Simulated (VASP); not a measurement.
System: WS2, a slab with vacuum.

```
W S
1.0
     3.18352    0.00000    0.00000
    -1.59176    2.75701    0.00000
     0.00000    0.00000   16.95058
W S
1 2
Direct
  0.00000 0.00000 0.00000
  0.33333 0.66667 0.09200
  0.33333 0.66667 0.90800
```

Base run:

```yaml
Program: VASP 6.6.1
Functional: PBEsol
Potentials_or_basis: VASP PAW PBE potentials, release 64 (W_sv, S)
Cutoff: 500 eV
k_mesh: 8 × 8 × 2
Occupations: fermi-dirac, width 0.05 eV
Spin: no spin polarisation
```

Its results: band gap on the k mesh 2.07 eV (least direct gap 2.25 eV); largest force 0.103 eV/Å.

Question: The run is repeated on the same cell with these changes: functional from PBEsol to PBE-based screened hybrid with 25 % exact exchange; cutoff from 500 eV to 520 eV; k mesh from 8 × 8 × 2 to 6 × 6 × 1. What comes out?

Answer: Band gap on the k mesh 2.13 eV; largest force 0.246 eV/Å.

Several settings changed at once.

Caveats: the PAW data sets were made with another functional, which shifts forces and pressure a little; spin-orbit coupling is left out, which moves the levels of the heavy elements.

A k mesh can miss the band edges.
